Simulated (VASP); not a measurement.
A run of VASP 6.6.1 is set up as follows.

Contents of POSCAR:

```
GaAs
1.0
    0.0000000000      2.7384600526      2.7384600526
    2.7384600526      0.0000000000      2.7384600526
    2.7384600526      2.7384600526      0.0000000000
Ga As
1 1
Direct
    0.0000000000      0.0000000000      0.0000000000
    0.2500000000      0.2500000000      0.2500000000
```

The input INCAR.step1:

```
ALGO = Normal
EDIFF = 1E-4
ENCUT = 520
GGA = PE
ISMEAR = 0
LASPH = True
LCHARG = False
LREAL = False
LWAVE = True
NBANDS = 16
NELM = 100
PREC = Accurate
SIGMA = 0.01
```

File INCAR.step2:

```
ALGO = Normal
EDIFF = 1E-6
ENCUT = 520
ISIF = 2
ISMEAR = 0
ISTART = 1
LASPH = True
LCHARG = False
LMIXTAU = True
LREAL = False
LWAVE = False
METAGGA = R2SCAN
NBANDS = 16
NELM = 100
PREC = Accurate
SIGMA = 0.01
```

File KPOINTS:

```
k-points
0
Gamma
  8 8 8
```

Potentials or basis: VASP PAW PBE potentials, release 64 (Ga_d, As).

The run is started by

```sh
$ cat potpaw_PBE.64/Ga_d/POTCAR potpaw_PBE.64/As/POTCAR > POTCAR
$ cp INCAR.step1 INCAR
$ mpirun -np 1 vasp_std > vasp.out
$ cp INCAR.step2 INCAR
$ mpirun -np 1 vasp_std > vasp.out
```

Task: Estimate the band gap on the k mesh.

Result: 1.57 eV, indirect (least direct gap 1.79 eV).

Task: Estimate the pressure.

Result: 9.5 GPa.

Caveat: the cell differs from its parent crystal (strain -3.3%); the PAW data sets were made with another functional, which shifts forces and pressure a little. A k mesh can miss the band edges.
